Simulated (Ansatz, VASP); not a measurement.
One calculation of Ga2SnO3, two programs

The input INCAR:

```
SYSTEM = Ga2SnO3
PREC = Accurate ; ENCUT = 600
EDIFF = 1E-6 ; ISMEAR = 0
SIGMA = 0.1 ; LREAL = .FALSE.
LASPH = .TRUE. ; NELM = 80
ALGO = Normal ; ISIF = 3
LWAVE = .FALSE. ; LCHARG = .FALSE.
GGA = PE ; IBRION = 2
NSW = 90 ; EDIFFG = -0.04
```

KPOINTS

```
regular mesh
0
G
  6 6 6
  0 0 0
```

POSCAR

```
Ga2SnO3
1.0
    5.7277031200      0.0000000000      0.0000000000
   -2.8638515600      4.9603364100      0.0000000000
    0.0000000000      0.0000000000      3.1760897700
Ga Sn O
2 1 3
Direct
    0.3333333300      0.6666666700      0.0000000000
    0.6666666700      0.3333333300      0.0000000000
    0.0000000000      0.0000000000      0.0000000000
    0.5000000000      0.0000000000      0.5000000000
    0.5000000000      0.5000000000      0.5000000000
    0.0000000000      0.5000000000      0.5000000000
```

Input for Ansatz:

```yaml
crystal:
  lattice:
    - [5.72770312, 0.0, 0.0]
    - [-2.86385156, 4.96033641, 0.0]
    - [0.0, 0.0, 3.17608977]
  atoms:
    - { symbol: Ga, position: [0.33333333, 0.66666667, 0.0] }
    - { symbol: Ga, position: [0.66666667, 0.33333333, 0.0] }
    - { symbol: Sn, position: [0.0, 0.0, 0.0] }
    - { symbol: O, position: [0.5, 0.0, 0.5] }
    - { symbol: O, position: [0.5, 0.5, 0.5] }
    - { symbol: O, position: [0.0, 0.5, 0.5] }
basis:
  ecutwfc: 420
kpoints:
  mp_grid: { grid: [6, 6, 6] }
hamiltonian:
  xc: pbe
scf:
  occupations: { method: gaussian, width: 0.1 }
  lower_state_search: "off"
output:
  forces: true
  stress: true
  eigenvalues: true
relax:
  adjacent_minimum: "off"
  f_tol: 0.04
  max_steps: 70
  cell: { stress_tol: 0.4 }
```

Change from the starting cell: species swapped into the LuB2Ru3 type (P6/mmm, No. 191).

Alike in both runs: task relaxation of cell and atoms; functional PBE; k mesh 6 × 6 × 6; occupations gaussian, width 0.1 eV; no spin polarisation.

|  | VASP | Ansatz |
| --- | --- | --- |
| version | VASP 6.6.1 | Ansatz 0.2.0 |
| potentials or method | VASP PAW PBE potentials, release 64 (Ga_d, Sn_d, O), cutoff 600 eV | scalar-relativistic, plane waves, PAW |
| valence electrons in the cell | 58 | 58 |

```tsv
	VASP	Ansatz	Ansatz less VASP
gap on the k mesh at the Fermi level, each at its own relaxed structure (eV)	none	none	-
relaxed volume (Å³/atom)	13.06	13.07	+0.014
relaxed cell length with the largest relative difference (Å)	5.663	5.666	+0.0026
```

A gap of «none» marks a metal or a gap that the smearing closes.
